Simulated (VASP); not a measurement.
Write the native input for VASP 6.6.1 that does the following.

- Task: single point
- Functional: PBE
- Potentials or basis: VASP PAW PBE potentials, release 64 (Na_pv, H)
- Cutoff: 500 eV
- k mesh: 6 × 6 × 6
- Occupations: gaussian, width 0.1 eV
- Spin: no spin polarisation
- Dipole correction: no
- Further INCAR settings: ALGO = Normal; EDIFF = 1e-06; NBANDS = 20

The structure of Na3H2 lies in POSCAR:

```
Na3H2
1.0
    1.7147066034      0.9899863191      8.9173381294
   -1.7147066034      0.9899863191      8.9173381294
    0.0000000000     -1.9799726380      8.9173381294
Na H
3 2
Direct
    0.0000000000      0.0000000000      0.0000000000
    0.2271888399      0.2271888399      0.2271888399
    0.7728111601      0.7728111601      0.7728111601
    0.3853832842      0.3853832842      0.3853832842
    0.6146167158      0.6146167158      0.6146167158
```

These files were run (other wordings do the same):

INCAR

```
SYSTEM = Na3H2
PREC = Accurate ; ENCUT = 500
EDIFF = 1E-6 ; ISMEAR = 0
SIGMA = 0.1 ; LREAL = .FALSE.
LASPH = .TRUE. ; NELM = 120
ALGO = Normal ; ISIF = 2
LWAVE = .FALSE. ; LCHARG = .FALSE.
GGA = PE ; NBANDS = 20
GGA_COMPAT = .FALSE.
```

KPOINTS

```
Automatic mesh
0
G
  6 6 6
  0 0 0
```

Potentials or basis: VASP PAW PBE potentials, release 64 (Na_pv, H).

Run with:

```sh
$ cat potpaw_PBE.64/Na_pv/POTCAR potpaw_PBE.64/H/POTCAR > POTCAR
$ mpirun -np 1 vasp_std > vasp.out
```

Results of the run:

| Property | Result |
| --- | --- |
| Pressure | 0.1 GPa |
| Largest force | 0.016 eV/Å |
| Band gap on the k mesh | zero (an odd number of electrons rules out a gap without spin polarisation) |

Run time: 2.7 min on 1 thread of Intel(R) Xeon(R) 6975P-C (Granite Rapids) (shared host), peak memory 0.62 GiB.
